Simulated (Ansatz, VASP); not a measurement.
# One calculation of Ga4O, two programs

```
CELL_PARAMETERS angstrom
0.00000 4.51159 4.51159
4.51159 0.00000 4.51159
4.51159 4.51159 0.00000
ATOMIC_POSITIONS crystal
Ga 0.62500 0.62500 0.62500
Ga 0.62500 0.62500 0.12500
Ga 0.62500 0.12500 0.62500
Ga 0.12500 0.62500 0.62500
Ga 0.12500 0.12500 0.12500
Ga 0.12500 0.12500 0.62500
Ga 0.12500 0.62500 0.12500
Ga 0.62500 0.12500 0.12500
O 0.25000 0.25000 0.25000
O 0.00000 0.00000 0.00000
```

Alike in both runs: task relaxation of cell and atoms; functional PBE; k mesh 8 × 8 × 8; occupations gaussian, width 0.1 eV; no spin polarisation.

```csv
,VASP,Ansatz
version,VASP 6.6.1,Ansatz 0.2.0
potentials or method,"VASP PAW PBE potentials, release 64 (Ga_d, O), cutoff 600 eV","scalar-relativistic, plane waves, PAW"
valence electrons in the cell,116,116
```

Ansatz gave:

| Property | Result |
| --- | --- |
| gap on the k mesh at the Fermi level, each at its own relaxed structure (eV) | none |
| relaxed volume (Å³/atom) | 18.25 |
| relaxed length of the cell vector where the two differ most in proportion (Å) | 6.367 |

Task: What did VASP give for the same quantities?

Result: gap on the k mesh at the Fermi level, each at its own relaxed structure (eV): none; relaxed volume (Å³/atom): 18.31; relaxed length of the cell vector where the two differ most in proportion (Å): 6.374.

A gap of «none» marks a metal or a gap that the smearing closes.
